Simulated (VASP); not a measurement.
CuI (Marshite):

```
CELL_PARAMETERS angstrom
0.00000 3.03150 3.03150
3.03150 0.00000 3.03150
3.03150 3.03150 0.00000
ATOMIC_POSITIONS crystal
I 0.00000 0.00000 0.00000
Cu 0.75000 0.75000 0.75000
```

```yaml
Program: VASP 6.6.1
Task: relaxation of cell and atoms
Functional: PBEsol
Dispersion: D4
Potentials_or_basis: VASP PAW PBE potentials, release 64 (I, Cu)
Cutoff: 600 eV
k_mesh: 8 × 8 × 8
Occupations: fermi-dirac, width 0.05 eV
Spin: no spin polarisation
```

At the start: pressure -3.6 GPa; volume 27.86 Å³/atom.

Q: How do energy, volume and symmetry change on relaxing?

A: Over 3 steps the energy falls by 28.0 meV/atom and the volume is 25.61 Å³/atom (-8.1 %); space group F-43m (No. 216, to 0.05 Å).

Step by step:
| step | energy change (eV) | largest force (eV/Å) | pressure (GPa) | volume (Å³) |
| --- | --- | --- | --- | --- |
| 1 | 0.0000 | 0.0000 | -3.61 | 55.72 |
| 2 | -0.0554 | 0.0000 | 0.46 | 50.81 |
| 3 | -0.0559 | 0.0000 | -0.02 | 51.21 |

Final structure:
```cif
data_structure
_symmetry_space_group_name_H-M 'P 1'
_symmetry_Int_Tables_number 1
_cell_length_a 4.1684
_cell_length_b 4.1684
_cell_length_c 4.1684
_cell_angle_alpha 60.000
_cell_angle_beta 60.000
_cell_angle_gamma 60.000
_cell_volume 51.21
loop_
_atom_site_label
_atom_site_type_symbol
_atom_site_fract_x
_atom_site_fract_y
_atom_site_fract_z
_atom_site_occupancy
I1 I 0.00000 0.00000 0.00000 1
Cu1 Cu 0.75000 0.75000 0.75000 1
```

Caveat: the PAW data sets were made with another functional, which shifts forces and pressure a little.
